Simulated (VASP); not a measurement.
Runs of VASP 6.6.1 on V3I. The structure is that of space group Pm-3m (No. 221), or close to it. The cells are those of the table. 

```tsv
task	spin	cell	k mesh	cutoff (eV)	gap on the mesh (eV)	pressure (GPa)	moment (μB)	relaxed volume (Å³/atom)
relaxation of cell and atoms	off	relaxed from a = 3.942 Å, 4 atoms	12 × 12 × 12	600	none	0.0	-	15.34
single point	off	a = 3.944 Å, 4 atoms	12 × 12 × 12	520	none	0.0	-	-
relaxation of cell and atoms	collinear	relaxed from a = 4.297 Å, 4 atoms	4 × 4 × 4	600	none	0.2	0.00	(a)
single point	collinear, ferromagnetic start	a = 4.297 Å, 4 atoms	4 × 4 × 4	520	none	-19.3	0.40	-
single point	collinear	a = 3.942 Å, 4 atoms	4 × 4 × 4	520	none	0.0	0.00	-
```

Alike in all rows: level PBE; potentials or basis VASP PAW PBE potentials, release 64 (V_sv, I); smearing gaussian 0.1 eV.

Problem. Fill in the values left out.

Solution. (a) 15.28.

Caveats: some runs use coarse meshes; spin-orbit coupling is left out, which moves the levels of the heavy elements; the volume moved by over 15 % at a fixed basis, so the end points are rough (at least some runs); a moment this small can come from the mesh or the smearing (at least some runs).

A k mesh can miss the band edges, and the runs leave out spin-orbit coupling on I.

A gap of «none» marks levels without a gap at the run's occupations.
